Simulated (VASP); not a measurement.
Input of a VASP 6.6.1 run:

File POSCAR:

```
Hf
1.0
    2.8913220498      0.0000000000      0.0000000000
    0.0000000000      2.8913220498      0.0000000000
    0.0000000000      0.0000000000      2.8913220498
Hf
1
Direct
    0.0000000000      0.0000000000      0.0000000000
```

The input INCAR.step1:

```
SYSTEM = Hf
PREC = Accurate ; ENCUT = 550
ISMEAR = -1 ; SIGMA = 0.1
LREAL = .FALSE. ; LASPH = .TRUE.
NELM = 120 ; GGA = PE
ALGO = Normal ; EDIFF = 1E-5
LWAVE = .TRUE. ; LCHARG = .FALSE.
GGA_COMPAT = .FALSE. ; IBRION = 2
ISIF = 3 ; EDIFFG = -0.005
NELMIN = 4 ; NSW = 100
```

The input INCAR.step2:

```
SYSTEM = Hf
PREC = Accurate ; ENCUT = 550
EDIFF = 1E-7 ; ISMEAR = -1
SIGMA = 0.1 ; LREAL = .FALSE.
LASPH = .TRUE. ; NELM = 120
ALGO = Normal ; ISIF = 3
LWAVE = .FALSE. ; LCHARG = .FALSE.
METAGGA = R2SCAN ; LMIXTAU = .TRUE.
IBRION = 2 ; NSW = 80
EDIFFG = -0.01 ; ISTART = 1
GGA_COMPAT = .FALSE. ; NELMIN = 4
```

The input KPOINTS:

```
Automatic mesh
0
G
  11 11 11
  0 0 0
```

Potentials or basis: VASP PAW PBE potentials, release 64 (Hf_pv).

Launch:

```console
$ cat potpaw_PBE.64/Hf_pv/POTCAR > POTCAR
$ cp INCAR.step1 INCAR
$ mpirun -np 1 vasp_std > vasp.out
$ cp INCAR.step2 INCAR
$ mpirun -np 1 vasp_std > vasp.out
```

Problem. Estimate the space group after relaxing (to 0.1 Å).

Solution. Pm-3m (No. 221).

Problem. Estimate the band gap on the k mesh.

Solution. Zero (bands 5 and 6 overlap by 2.53 eV).

Problem. What does it give for the relaxed cell?

Solution. a = 2.896 Å, b = 2.896 Å, c = 2.896 Å, α = 90.00°, β = 90.00°, γ = 90.00°.

Final structure:
```
CELL_PARAMETERS angstrom
2.89622 0.00000 0.00000
0.00000 2.89622 0.00000
0.00000 0.00000 2.89622
ATOMIC_POSITIONS crystal
Hf 0.00000 0.00000 0.00000
```

Caveat: spin-orbit coupling is left out, which moves the levels of the heavy elements.
